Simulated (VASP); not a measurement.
# Mg (Im-3m) in VASP: a series of runs, part 2 of 2

VASP 6.6.1. Earlier steps stand in the parts before.

### Step 3. Single point, revPBE (volume scaled by 1.04)

Contents of INCAR:

```
PREC = Accurate
ENCUT = 520
EDIFF = 1E-6
ISMEAR = -1
SIGMA = 0.1
LREAL = F
LASPH = T
NELM = 100
ALGO = Normal
ISIF = 2
LWAVE = F
LCHARG = F
GGA = RE
NBANDS = 7
```

Contents of KPOINTS:

```
regular mesh
0
Gamma
  14 14 14
```

Contents of POSCAR:

```
Mg
1.0
   -1.8294141926      1.8294141926      1.8294141926
    1.8294141926     -1.8294141926      1.8294141926
    1.8294141926      1.8294141926     -1.8294141926
Mg
1
Direct
    0.0000000000      0.0000000000      0.0000000000
```

Potentials or basis: VASP PAW PBE potentials, release 64 (Mg).

The run is started by

```bash
> cat potpaw_PBE.64/Mg/POTCAR > POTCAR
> mpirun -np 1 vasp_std > vasp.out
```

OUTCAR:

```text
PREC = Accurate
   ENCUT = 520
   EDIFF = 1E-6
   ISMEAR = -1
   LREAL = F
   LASPH = T
   NELM = 100
   ISIF = 2
   GGA = RE

 ion  position               nearest neighbor table
   1  0.000  0.000  0.000-

  LATTYP: Found a body centered cubic cell.
 ALAT       =     3.6588283852

  Lattice vectors:

 A1 = (  -1.8294141926,   1.8294141926,   1.8294141926)
 A2 = (   1.8294141926,  -1.8294141926,   1.8294141926)
 A3 = (   1.8294141926,   1.8294141926,  -1.8294141926)

Analysis of symmetry for initial positions (statically):
=====================================================================
 Subroutine PRICEL returns:
 Original cell was already a primitive cell.

 Routine SETGRP: Setting up the symmetry group for a
 body centered cubic supercell.

 Subroutine GETGRP returns: Found 48 space group operations
 (whereof 48 operations were pure point group operations)
 out of a pool of 48 trial point group operations.

The static configuration has the point symmetry O_h .

Analysis of symmetry for dynamics (positions and initial velocities):
=====================================================================
 Subroutine PRICEL returns:
 Original cell was already a primitive cell.

 Routine SETGRP: Setting up the symmetry group for a
 body centered cubic supercell.

 Subroutine GETGRP returns: Found 48 space group operations
 (whereof 48 operations were pure point group operations)
 out of a pool of 48 trial point group operations.

The dynamic configuration has the point symmetry O_h .

 Subroutine INISYM returns: Found 48 space group operations
 (whereof 48 operations are pure point group operations),
 and found     1 'primitive' translations

----------------------------------------------------------------------------------------

                                     Primitive cell

  volume of cell :      24.4904

  direct lattice vectors                    reciprocal lattice vectors
    -1.829414193  1.829414193  1.829414193     0.000000000  0.273311534  0.273311534
     1.829414193 -1.829414193  1.829414193     0.273311534  0.000000000  0.273311534
     1.829414193  1.829414193 -1.829414193     0.273311534  0.273311534  0.000000000

  length of vectors
     3.168638330  3.168638330  3.168638330     0.386520879  0.386520879  0.386520879

  position of ions in fractional coordinates (direct lattice)
     0.000000000  0.000000000  0.000000000

  ion indices of the primitive-cell ions
   primitive index   ion index
                 1           1

----------------------------------------------------------------------------------------

 KPOINTS: regular mesh

Automatic generation of k-mesh.
 Grid dimensions read from file:
 generate k-points for:   14   14   14

 Generating k-lattice:

  Cartesian coordinates                     Fractional coordinates (reciprocal lattice)
     0.000000000  0.019522252  0.019522252     0.071428571  0.000000000  0.000000000
     0.019522252  0.000000000  0.019522252     0.000000000  0.071428571  0.000000000
     0.019522252  0.019522252  0.000000000     0.000000000  0.000000000  0.071428571

  Length of vectors
     0.027608634  0.027608634  0.027608634

  Shift w.r.t. Gamma in fractional coordinates (k-lattice)
     0.000000000  0.000000000  0.000000000

 Subroutine IBZKPT returns following result:
 ===========================================

 Found    104 irreducible k-points:

 Following reciprocal coordinates:
            Coordinates               Weight
  0.000000  0.000000  0.000000      1.000000
  0.071429  0.000000  0.000000     12.000000
  0.142857  0.000000  0.000000     12.000000
  0.214286  0.000000  0.000000     12.000000
  0.285714  0.000000  0.000000     12.000000
  0.357143  0.000000  0.000000     12.000000
[... 16 lines left out ...]
  0.285714  0.285714  0.000000     24.000000
  0.357143  0.285714 -0.000000     24.000000
 [... further k-points ...]
   k-points           NKPTS =    104   k-points in BZ     NKDIM =    104   number of bands    NBANDS=      7
   number of dos      NEDOS =    301   number of ions     NIONS =      1
   total plane-waves  NPLWV =  13824
   dimension x,y,z NGX =    24 NGY =   24 NGZ =   24
   dimension x,y,z NGXF=    48 NGYF=   48 NGZF=   48
   ions per type =               1
   NGX,Y,Z   is equivalent  to a cutoff of  12.59, 12.59, 12.59 a.u.
   NGXF,Y,Z  is equivalent  to a cutoff of  25.18, 25.18, 25.18 a.u.
 SYSTEM =  unknown system
   PREC   = accura    normal or accurate (medium, high low for compatibility)
   ISTART =      0    job   : 0-new  1-cont  2-samecut
   ICHARG =      2    charge: 1-file 2-atom 10-const
   ISPIN  =      1    spin polarized calculation?
   LNONCOLLINEAR =      F non collinear calculations
   LSORBIT =      F    spin-orbit coupling
   LASPH  =      T    aspherical Exc in radial PAW
   ENCUT  =  520.0 eV  38.22 Ry    6.18 a.u.   5.89  5.89  5.89*2*pi/ulx,y,z
   NELM   =    100;   NELMIN=  2; NELMDL= -5     # of ELM steps
   EDIFF  = 0.1E-05   stopping-criterion for ELM
   LREAL  =      F    real-space projection
   EDIFFG = 0.1E-04   stopping-criterion for IOM
   NSW    =      0    number of steps for IOM
   IBRION =     -1    ionic relax: 0-MD 1-quasi-New 2-CG
   NFREE  =      0    steps in history (QN), initial steepest desc. (CG)
   ISIF   =      2    stress and relaxation
   ISYM   =      2    0-nonsym 1-usesym 2-fastsym
   POTIM  = 0.5000    time-step for ionic-motion
   TEBEG  =    0.0;   TEEND  =   0.0 temperature during run
   PSTRESS=    0.0 pullay stress
   NELECT =       2.0000    total number of electrons
   NUPDOWN=      -1.0000    fix difference up-down
   EMIN   =  10.00;   EMAX   =-10.00  energy-range for DOS
   EFERMI =   0.00;   METHOD = LEGACY
   ISMEAR =    -1;   SIGMA  =   0.10  broadening in eV -4-tet -1-fermi 0-gaus
   EFERMI_NEDOS =   21; number of points for ismear=-14 and -15
   IALGO  =     38    algorithm
   IMIX   =      4    mixing-type and parameters
     AMIX     =   0.40;   BMIX     =  1.00
     AMIX_MAG =   1.60;   BMIX_MAG =  1.00
  volume/ion in A,a.u.               =      24.49       165.27
  Fermi-wavevector in a.u.,A,eV,Ry     =   0.710263  1.342203  6.863787  0.504474
  Thomas-Fermi vector in A             =   1.797064
   LORBIT       =      0    0 simple, 1 ext, 2 COOP (PROOUT), +10 PAW based schemes
   GGA     = RE    functional components
   LHFCALC =     F    Hartree Fock is set to
   AEXX    =    0.0000 exact exchange contribution
   IVDW    =     0    specifies the selected vdW correction
   LEPSILON=     F    determine dielectric tensor
   LRPA    =     F    only Hartree local field effects (RPA)
 non-spin polarized calculation
  energy-cutoff  :      520.00
  volume of cell :       24.49
 maximum number of plane-waves:       682
   NGX = 11   NGY = 11   NGZ = 11

 number of electron       2.0000000 magnetization

 Free energy of the ion-electron system (eV)
  ---------------------------------------------------
  ext. energy  EPLUGINS =         0.00000000
  ---------------------------------------------------
  free energy    TOTEN  =        -1.33490855 eV

  energy without entropy =       -1.32093932  energy(sigma->0) =       -1.32792394

 E-fermi :   2.4340     XC(G=0):  -8.2181

 val. band max:        2.3863144499   @ k =  -0.4286   0.5000   0.0714
 cond. band min:       2.4770279230   @ k =   0.3571   0.2143   0.0714
 fundamental gap:      0.0907134731
 Fermi energy:         2.4340483928

 k-point     1 :       0.0000    0.0000    0.0000
  band No.  band energies     occupation
      1      -4.2612      2.00000
      2      15.0229      0.00000
      3      15.0229      0.00000
      4      15.0229      0.00000
      5      16.7960      0.00000
      6      16.7960      0.00000
      7      16.7960      0.00000

 k-point     2 :       0.0714    0.0000    0.0000
  band No.  band energies     occupation
      1      -4.1462      2.00000
      2      13.6424      0.00000
      3      14.4175      0.00000
      4      14.4500      0.00000
      5      15.7833      0.00000
      6      16.1262      0.00000
      7      17.0465      0.00000
[... 201 lines left out ...]
 k-point    23 :       0.2857    0.2857    0.0000
  band No.  band energies     occupation
      1       1.1008      2.00000
      2       3.8594      0.00000
      3       4.6216      0.00000
      4      10.2995      0.00000
      5      15.8521      0.00000
      6      16.5503      0.00000
      7      18.8770      0.00000

 k-point    24 :       0.3571    0.2857   -0.0000
  band No.  band energies     occupation
      1       2.2671      1.68304
      2       2.7381      0.09123
      3       4.2701      0.00000
      4      10.1985      0.00000
      5      16.0099      0.00000
      6      17.2201      0.00000
      7      17.9021      0.00000

 [... further k-points ...]
[... 5 lines left out ...]
  --------------------------------------------------------------------------------------
  -------------------------------------------------------------------------------------
  Total       -0.2104411     -0.2104411     -0.2104411      0.0000000      0.0000000      0.0000000
  in kB      -13.7671842    -13.7671842    -13.7671842      0.0000000      0.0000000      0.0000000
  external PRESSURE =     -13.7671842 kB  Pullay stress =       0.0000000 kB

 VOLUME and BASIS-vectors are now :
 -----------------------------------------------------------------------------
  energy-cutoff  :      520.00
  volume of cell :       24.49
      direct lattice vectors                 reciprocal lattice vectors
    -1.829414193  1.829414193  1.829414193     0.000000000  0.273311534  0.273311534
     1.829414193 -1.829414193  1.829414193     0.273311534  0.000000000  0.273311534
     1.829414193  1.829414193 -1.829414193     0.273311534  0.273311534  0.000000000

 POSITION                                       TOTAL-FORCE (eV/Angst)
 -----------------------------------------------------------------------------------
      0.00000      0.00000      0.00000         0.000000      0.000000      0.000000
 -----------------------------------------------------------------------------------
    total drift:                                0.000000      0.000000      0.000000

  FREE ENERGIE OF THE ION-ELECTRON SYSTEM (eV)
  ---------------------------------------------------
  free  energy   TOTEN  =        -1.3349085522 eV

  energy  without entropy=       -1.3209393195  energy(sigma->0) =       -1.32792394
```

OSZICAR:

```text
N       E                     dE             d eps       ncg     rms          rms(c)
DAV:   1    -0.712585507206E+00   -0.71259E+00   -0.72156E+02  1533   0.185E+02
DAV:   2    -0.133662303165E+01   -0.62404E+00   -0.61418E+00  1918   0.106E+01
DAV:   3    -0.133947720368E+01   -0.28542E-02   -0.28530E-02  1862   0.777E-01
DAV:   4    -0.133948134706E+01   -0.41434E-05   -0.41433E-05  2079   0.239E-02
DAV:   5    -0.133948135986E+01   -0.12799E-07   -0.13105E-07  1967   0.795E-04    0.719E-01
DAV:   6    -0.133824192190E+01    0.12394E-02   -0.43069E-04  1610   0.169E-01    0.464E-01
DAV:   7    -0.133489414238E+01    0.33478E-02   -0.16594E-03  1512   0.295E-01    0.281E-02
DAV:   8    -0.133491006037E+01   -0.15918E-04   -0.79115E-06  2261   0.181E-02    0.685E-03
DAV:   9    -0.133490865619E+01    0.14042E-05   -0.10775E-06  1575   0.434E-03    0.444E-04
DAV:  10    -0.133490855217E+01    0.10402E-06   -0.63035E-09  1092   0.435E-04
   1 F= -.13349086E+01 E0= -.13279239E+01  d E =-.139692E-01
```

Run time: 14 s. Hardware: 1 thread of AMD EPYC 7R43 (Zen 3), shared host; peak memory 0.11 GiB.

Results:

```yaml
Free_energy: -1.3349 eV
Pressure: -1.4 GPa
Band_gap_on_the_k_mesh: zero (band 1 reaches 6.09 eV, above the bottom of band 2 at 1.51 eV)
```

Caveat: the PAW data sets were made with another functional, which shifts forces and pressure a little.

### Step 4. Single point, revPBE (volume scaled by 1.08)

Contents of INCAR:

```
SYSTEM = Mg
PREC = Accurate
ENCUT = 520
EDIFF = 1E-7
ISMEAR = -1
SIGMA = 0.1
LREAL = .False.
LASPH = .True.
NELM = 80
ALGO = Normal
ISIF = 2
LWAVE = .False.
LCHARG = .False.
GGA = RE
NBANDS = 7
```

Contents of KPOINTS:

```
regular mesh
0
Gamma
  14 14 14
  0 0 0
```

Contents of POSCAR:

```
Mg
1.0
   -1.8525737928      1.8525737928      1.8525737928
    1.8525737928     -1.8525737928      1.8525737928
    1.8525737928      1.8525737928     -1.8525737928
Mg
1
Direct
    0.0000000000      0.0000000000      0.0000000000
```

The run is started by

```bash
> cat potpaw_PBE.64/Mg/POTCAR > POTCAR
> mpirun -np 1 vasp_std > vasp.out
```

Run time: 15 s. Hardware: 1 thread of AMD EPYC 7R43 (Zen 3), shared host; peak memory 0.11 GiB.

The run converged. Its results:

| Item | Value |
| --- | --- |
| Free energy | -1.3238 eV |
| Pressure | -2.4 GPa |
| Band gap on the k mesh | zero (band 1 reaches 5.80 eV, above the bottom of band 2 at 1.31 eV) |

Levels at points of the mesh, in eV from the Fermi level:
| k point | band 1 | band 2 | band 3 | band 4 | band 5 |
| --- | --- | --- | --- | --- | --- |
| (0.00, 0.00, 0.00) | -6.53 | 12.35 | 12.35 | 12.35 | 13.89 |
| (0.50, 0.00, 0.00) | -1.38 | -0.93 | 8.23 | 8.60 | 9.52 |
| (0.50, 0.50, 0.50) | 3.56 | 3.56 | 3.56 | 3.91 | 3.91 |

Caveat: the PAW data sets were made with another functional, which shifts forces and pressure a little.

### Step 5. Single point, revPBE (volume scaled by 1.12)

Contents of INCAR:

```
SYSTEM = Mg
ALGO     = Normal         ! electronic algorithm
EDIFF    = 1E-7           ! SCF threshold, eV
ENCUT    = 520            ! plane-wave cutoff, eV
GGA      = RE             ! functional
ISIF     = 2              ! what is computed and relaxed
ISMEAR   = -1             ! smearing method
LASPH    = .TRUE.         ! aspherical terms in the spheres
LCHARG   = .TRUE.         ! write CHGCAR
LELF     = .TRUE.         ! ELF
LREAL    = .FALSE.        ! projectors in reciprocal space
LVHAR    = .TRUE.       
LWAVE    = .FALSE.        ! write WAVECAR
NBANDS   = 7              ! bands
NELM     = 80             ! most SCF steps
PREC     = Accurate       ! precision mode
SIGMA    = 0.1            ! smearing width, eV
```

Contents of KPOINTS:

```
k-points
0
G
  14 14 14
  0 0 0
```

Contents of POSCAR:

```
Mg
1.0
   -1.8751683830      1.8751683830      1.8751683830
    1.8751683830     -1.8751683830      1.8751683830
    1.8751683830      1.8751683830     -1.8751683830
Mg
1
Direct
    0.0000000000      0.0000000000      0.0000000000
```

The run is started by

```bash
> cat potpaw_PBE.64/Mg/POTCAR > POTCAR
> mpirun -np 1 vasp_std > vasp.out
```

Run time: 16 s. Hardware: 1 thread of AMD EPYC 7R43 (Zen 3), shared host; peak memory 0.11 GiB.

Results (log left out):

```
Free energy            : -1.3075 eV
Pressure               : -3.2 GPa
Band gap on the k mesh : zero (band 1 reaches 5.53 eV, above the bottom of band 2 at 1.13 eV)
```

Levels at points of the mesh, in eV from the Fermi level:
| k point | band 1 | band 2 | band 3 | band 4 |
| --- | --- | --- | --- | --- |
| (0.00, 0.00, 0.00) | -6.38 | 12.12 | 12.12 | 12.12 |
| (0.50, 0.00, 0.00) | -1.32 | -0.93 | 8.11 | 8.35 |
| (0.50, 0.50, 0.50) | 3.47 | 3.47 | 3.47 | 3.90 |

Caveat: the PAW data sets were made with another functional, which shifts forces and pressure a little.

### Step 6. Overview

```tsv
cell	gap on the mesh (eV)	pressure (GPa)
a = 3.127 Å, angles 109.5°, 1 atom	none	-0.2
a = 3.169 Å, angles 109.5°, 1 atom	none	-1.4
a = 3.209 Å, angles 109.5°, 1 atom	none	-2.4
a = 3.248 Å, angles 109.5°, 1 atom	none	-3.2
```

Alike in all rows: task single point; level revPBE; potentials or basis VASP PAW PBE potentials, release 64 (Mg); no spin polarisation; k mesh 14 × 14 × 14; cutoff (eV) 520; smearing fermi-dirac 0.1 eV.

Caveats: the PAW data sets were made with another functional, which shifts forces and pressure a little.

Total energies depend on the potentials used, so only differences within one code and one set of settings carry meaning.
